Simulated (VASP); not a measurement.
Write the native input for VASP 6.6.1 that does the following.

| Property | Result |
| --- | --- |
| Task | relaxation of the atoms |
| Functional | PBE |
| Potentials or basis | VASP PAW PBE potentials, release 64 (As, Al) |
| Cutoff | 520 eV |
| k mesh | 2 × 2 × 1 |
| Occupations | gaussian, width 0.05 eV |
| Spin | no spin polarisation |
| Dipole correction | yes |
| Atoms held fixed (from 0) | [0, 1, 2, 3, 8, 9, 10, 11] |
| Further INCAR settings | LREAL = Auto; ALGO = Normal; EDIFF = 1e-06; IBRION = 2; EDIFFG = -0.03; NSW = 90 |

The structure of AlAs lies in POSCAR:

```
AlAs
1.0
    8.1000684671      0.0000000000      0.0000000000
   -4.0500342335      7.0148650649      0.0000000000
    0.0000000000      0.0000000000     20.1335488804
As Al
8 8
Selective dynamics
Direct
    0.5000000000      0.0000000000      0.3973467394  F F F
    0.5000000000      0.5000000000      0.3973467394  F F F
    0.0000000000      0.0000000000      0.3973467394  F F F
    0.0000000000      0.5000000000      0.3973467394  F F F
    0.6666666667      0.8333333333      0.5615919564  T T T
    0.6666666667      0.3333333333      0.5615919564  T T T
    0.1666666667      0.8333333333      0.5615919564  T T T
    0.1666666667      0.3333333333      0.5615919564  T T T
    0.1666666667      0.8333333333      0.4384080436  F F F
    0.1666666667      0.3333333333      0.4384080436  F F F
    0.6666666667      0.8333333333      0.4384080436  F F F
    0.6666666667      0.3333333333      0.4384080436  F F F
    0.3333333333      0.6666666667      0.6026532606  T T T
    0.3333333333      0.1666666667      0.6026532606  T T T
    0.8333333333      0.6666666667      0.6026532606  T T T
    0.8333333333      0.1666666667      0.6026532606  T T T
```

These files were run (other wordings do the same):

INCAR

```
PREC = Accurate
ENCUT = 520
EDIFF = 1E-6
ISMEAR = 0
SIGMA = 0.05
LREAL = Auto
LASPH = True
NELM = 60
ALGO = Normal
ISIF = 2
LWAVE = False
LCHARG = False
LDIPOL = True
IDIPOL = 3
DIPOL = 0.5 0.5 0.500
GGA = PE
IBRION = 2
NSW = 90
EDIFFG = -0.03
```

KPOINTS

```
Automatic mesh
0
Gamma
  2 2 1
```

Potentials or basis: VASP PAW PBE potentials, release 64 (As, Al).

Launch:

```bash
$ cat potpaw_PBE.64/As/POTCAR potpaw_PBE.64/Al/POTCAR > POTCAR
$ mpirun -np 1 vasp_std > vasp.out
```

It gave:

```
Energy gained by relaxing : 38.0 meV/atom
Ionic steps               : 4
Band gap on the k mesh    : 0.31 eV
```

Caveat: the k points lie up to 0.45 Å⁻¹ apart.

Run time: 11 min on 1 thread of Intel(R) Xeon(R) Platinum 8375C CPU @ 2.90GHz (Ice Lake), with other jobs on the host, peak memory 1.1 GiB.
